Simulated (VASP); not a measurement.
# Cr (Fm-3m) in VASP: further runs

The runs below take Cr through single point, with PBEsol.

Everything below comes from runs of VASP 6.6.1. Logs are shortened: lines on timing, memory, paths and dates and some standing lists are left out, and cuts for length are marked.

## Step 1: The cell of the first run

The structure is cubic, space group Fm-3m (No. 225). Conventional cell: a = 3.626 Å, b = 3.626 Å, c = 3.626 Å, α = 90.00°, β = 90.00°, γ = 90.00°. Cr (site symmetry m-3m) has 12 Cr at 2.56 Å within 3.4 Å.

This isn't the form of Cr at room conditions, which is bcc.

## Step 2: Single point, PBEsol, collinear spin, ferromagnetic start (11.91 Å³/atom)

Input file INCAR:

```
PREC = Accurate
ENCUT = 520
EDIFF = 1E-6
ISMEAR = -1
SIGMA = 0.05
LREAL = False
LASPH = True
NELM = 150
ALGO = Normal
ISIF = 2
LWAVE = False
LCHARG = False
ISPIN = 2
MAGMOM = 1.5
LORBIT = 11
LMAXMIX = 4
GGA = PS
NBANDS = 16
```

Input file KPOINTS:

```
regular mesh
0
Gamma
  17 17 17
```

Input file POSCAR:

```
Cr
1.0
    0.0000000000      1.8128192463      1.8128192463
    1.8128192463      0.0000000000      1.8128192463
    1.8128192463      1.8128192463      0.0000000000
Cr
1
Direct
    0.0000000000      0.0000000000      0.0000000000
```

Potentials or basis: VASP PAW PBE potentials, release 64 (Cr_pv).

Started as:

```sh
$ cat potpaw_PBE.64/Cr_pv/POTCAR > POTCAR
$ mpirun -np 1 vasp_std > vasp.out
```

OUTCAR:

```text
PREC = Accurate
   ENCUT = 520
   EDIFF = 1E-6
   ISMEAR = -1
   LREAL = False
   LASPH = True
   NELM = 150
   ISIF = 2
   ISPIN = 2
   LORBIT = 11
   GGA = PS

 ion  position               nearest neighbor table
   1  0.000  0.000  0.000-

  LATTYP: Found a face centered cubic cell.
 ALAT       =     3.6256384926

  Lattice vectors:

 A1 = (   0.0000000000,   1.8128192463,   1.8128192463)
 A2 = (   1.8128192463,   0.0000000000,   1.8128192463)
 A3 = (   1.8128192463,   1.8128192463,   0.0000000000)

Analysis of symmetry for initial positions (statically):
=====================================================================
 Subroutine PRICEL returns:
 Original cell was already a primitive cell.

 Routine SETGRP: Setting up the symmetry group for a
 face centered cubic supercell.

 Subroutine GETGRP returns: Found 48 space group operations
 (whereof 48 operations were pure point group operations)
 out of a pool of 48 trial point group operations.

The static configuration has the point symmetry O_h .

Analysis of symmetry for dynamics (positions and initial velocities):
=====================================================================
 Subroutine PRICEL returns:
 Original cell was already a primitive cell.

 Routine SETGRP: Setting up the symmetry group for a
 face centered cubic supercell.

 Subroutine GETGRP returns: Found 48 space group operations
 (whereof 48 operations were pure point group operations)
 out of a pool of 48 trial point group operations.

The dynamic configuration has the point symmetry O_h .

Analysis of structural, dynamic, and magnetic symmetry:
=====================================================================
 Subroutine PRICEL returns:
 Original cell was already a primitive cell.

 Routine SETGRP: Setting up the symmetry group for a
 face centered cubic supercell.

 Subroutine GETGRP returns: Found 48 space group operations
 (whereof 48 operations were pure point group operations)
 out of a pool of 48 trial point group operations.

The overall configuration has the point symmetry O_h .

 Subroutine INISYM returns: Found 48 space group operations
 (whereof 48 operations are pure point group operations),
 and found     1 'primitive' translations

----------------------------------------------------------------------------------------

                                     Primitive cell

  volume of cell :      11.9150

  direct lattice vectors                    reciprocal lattice vectors
     0.000000000  1.812819246  1.812819246    -0.275813488  0.275813488  0.275813488
     1.812819246  0.000000000  1.812819246     0.275813488 -0.275813488  0.275813488
[... 100 lines left out ...]
   IALGO  =     38    algorithm
   IMIX   =      4    mixing-type and parameters
     AMIX     =   0.40;   BMIX     =  1.00
     AMIX_MAG =   1.60;   BMIX_MAG =  1.00
  volume/ion in A,a.u.               =      11.91        80.41
  Fermi-wavevector in a.u.,A,eV,Ry     =   1.640983  3.101008 36.638110  2.692825
  Thomas-Fermi vector in A             =   2.731530
   LORBIT       =     11    0 simple, 1 ext, 2 COOP (PROOUT), +10 PAW based schemes
   GGA     = PS    functional components
   LHFCALC =     F    Hartree Fock is set to
   AEXX    =    0.0000 exact exchange contribution
   IVDW    =     0    specifies the selected vdW correction
   LEPSILON=     F    determine dielectric tensor
   LRPA    =     F    only Hartree local field effects (RPA)
 spin polarized calculation
  energy-cutoff  :      520.00
  volume of cell :       11.91
 maximum number of plane-waves:       332
   NGX =  9   NGY =  9   NGZ =  9

 number of electron      12.0000009 magnetization       0.0025039

 Free energy of the ion-electron system (eV)
  ---------------------------------------------------
  ext. energy  EPLUGINS =         0.00000000
  ---------------------------------------------------
  free energy    TOTEN  =        -9.82536596 eV

  energy without entropy =       -9.80963723  energy(sigma->0) =       -9.81750160

 E-fermi :  10.1375     XC(G=0): -13.6385

 val. band max:       10.1351259472   @ k =  -0.3529   0.1765   0.0588
 cond. band min:      10.1496981322   @ k =  -0.4706   0.1765   0.0588
 fundamental gap:      0.0145721850
 Fermi energy:        10.1375339630

 spin component 1

 k-point     1 :       0.0000    0.0000    0.0000
  band No.  band energies     occupation
      1     -32.0848      1.00000
      2     -32.0848      1.00000
      3     -32.0848      1.00000
      4       2.6233      1.00000
      5       9.7191      0.99977
      6       9.7191      0.99977
[... 435 lines left out ...]
      5       9.3274      1.00000
      6       9.9748      0.96284
[... 8 lines left out ...]
     15      38.9035      0.00000
     16      40.9377      0.00000

 [... further k-points ...]

 spin component 2

 k-point     1 :       0.0000    0.0000    0.0000
  band No.  band energies     occupation
      1     -32.0823      1.00000
      2     -32.0823      1.00000
      3     -32.0823      1.00000
      4       2.6243      1.00000
      5       9.7212      0.99976
      6       9.7212      0.99976
[... 435 lines left out ...]
      5       9.3295      1.00000
      6       9.9769      0.96128
[... 8 lines left out ...]
     15      38.9046      0.00000
     16      40.9391      0.00000

 [... further k-points ...]

------------------------ aborting loop because EDIFF is reached ----------------------------------------

  FORCE on cell =-STRESS in cart. coord.  units (eV):
  Direction    XX          YY          ZZ          XY          YZ          ZX
  --------------------------------------------------------------------------------------
  -------------------------------------------------------------------------------------
  Total       -0.7320035     -0.7320035     -0.7320035      0.0000000     -0.0000000      0.0000000
  in kB      -98.4306259    -98.4306259    -98.4306259      0.0000000     -0.0000000      0.0000000
  external PRESSURE =     -98.4306259 kB  Pullay stress =       0.0000000 kB

 VOLUME and BASIS-vectors are now :
 -----------------------------------------------------------------------------
  energy-cutoff  :      520.00
  volume of cell :       11.91
      direct lattice vectors                 reciprocal lattice vectors
     0.000000000  1.812819246  1.812819246    -0.275813488  0.275813488  0.275813488
     1.812819246  0.000000000  1.812819246     0.275813488 -0.275813488  0.275813488
     1.812819246  1.812819246  0.000000000     0.275813488  0.275813488 -0.275813488

 POSITION                                       TOTAL-FORCE (eV/Angst)
 -----------------------------------------------------------------------------------
      0.00000      0.00000      0.00000        -0.000000     -0.000000      0.000000
 -----------------------------------------------------------------------------------
    total drift:                                0.000000      0.000000      0.000000

  FREE ENERGIE OF THE ION-ELECTRON SYSTEM (eV)
  ---------------------------------------------------
  free  energy   TOTEN  =        -9.8253659585 eV

  energy  without entropy=       -9.8096372325  energy(sigma->0) =       -9.81750160

 total charge

# of ion       s       p       d       tot
------------------------------------------
    1        0.430   6.374   4.197  11.002

 magnetization (x)

# of ion       s       p       d       tot
------------------------------------------
    1        0.000   0.000   0.002   0.002
```

Wall time 25 s (1 thread of Intel Xeon 6975P-C (Granite Rapids), shared host); peak memory 0.16 GiB.

What came out:

| Quantity | Value |
| --- | --- |
| Free energy | -9.8254 eV |
| Pressure | -9.8 GPa |
| Band gap on the k mesh | zero (filled and empty bands overlap) |
| Net moment | 0.00 μB per cell |
| Valence electrons inside the program's atomic spheres | Cr 11.00 |

Levels at points of the mesh, in eV from the Fermi level:
Spin up:
```tsv
k point	band 2	band 3	band 4	band 5	band 6	band 7	band 8	band 9	band 10	band 11
(0.00, 0.00, 0.00)	-42.22	-42.22	-7.51	-0.42	-0.42	-0.42	1.31	1.31	7.50	19.79
```
Spin down:
```tsv
k point	band 2	band 3	band 4	band 5	band 6	band 7	band 8	band 9	band 10	band 11
(0.00, 0.00, 0.00)	-42.22	-42.22	-7.51	-0.42	-0.42	-0.42	1.31	1.31	7.51	19.79
```

Caveat: the cell stands under tension; an empty level that is flat over the whole mesh can mark a ghost state of the potentials, or a narrow d or f band; the PAW data sets were made with another functional, which shifts forces and pressure a little.

## Step 3: Single point, PBEsol, collinear spin, ferromagnetic start (12.37 Å³/atom)

This run uses another cell than the first one, of 12.37 Å³/atom.

Input file INCAR:

```
SYSTEM = Cr
PREC = Accurate ; ENCUT = 520
EDIFF = 1E-6 ; ISMEAR = -1
SIGMA = 0.05 ; LREAL = .FALSE.
LASPH = .TRUE. ; NELM = 150
ALGO = Normal ; ISIF = 2
LWAVE = .FALSE. ; LCHARG = .FALSE.
ISPIN = 2 ; MAGMOM = 1.5
LORBIT = 11 ; LMAXMIX = 4
GGA = PS ; NBANDS = 16
```

Input file KPOINTS:

```
Automatic mesh
0
G
  17 17 17
  0 0 0
```

Input file POSCAR:

```
Cr
1.0
    0.0000000000      1.8357687616      1.8357687616
    1.8357687616      0.0000000000      1.8357687616
    1.8357687616      1.8357687616      0.0000000000
Cr
1
Direct
    0.0000000000      0.0000000000      0.0000000000
```

Potentials or basis: VASP PAW PBE potentials, release 64 (Cr_pv).

Started as:

```sh
$ cat potpaw_PBE.64/Cr_pv/POTCAR > POTCAR
$ mpirun -np 1 vasp_std > vasp.out
```

It took 32 s on 1 thread of Intel Xeon 6975P-C (Granite Rapids), shared host; peak memory 0.16 GiB.

It converged, with:

| Item | Value |
| --- | --- |
| Free energy | -9.7861 eV |
| Pressure | -17.4 GPa |
| Band gap on the k mesh | zero (filled and empty bands overlap) |
| Net moment | 0.00 μB per cell |
| Valence electrons inside the program's atomic spheres | Cr 10.93 |

Levels at points of the mesh, in eV from the Fermi level:
Spin up:
```
           k point  band 4  band 5  band 6  band 7  band 8  band 9
(0.00, 0.00, 0.00)   -7.38   -0.39   -0.39   -0.39    1.24    1.24
```
Spin down:
```csv
k point,band 3,band 4,band 5,band 6,band 7,band 8,band 9,band 10
"(0.00, 0.00, 0.00)",-42.29,-7.38,-0.39,-0.39,-0.39,1.24,1.24,7.46
```

Caveat: the cell stands under tension; an empty level that is flat over the whole mesh can mark a ghost state of the potentials, or a narrow d or f band; the PAW data sets were made with another functional, which shifts forces and pressure a little.
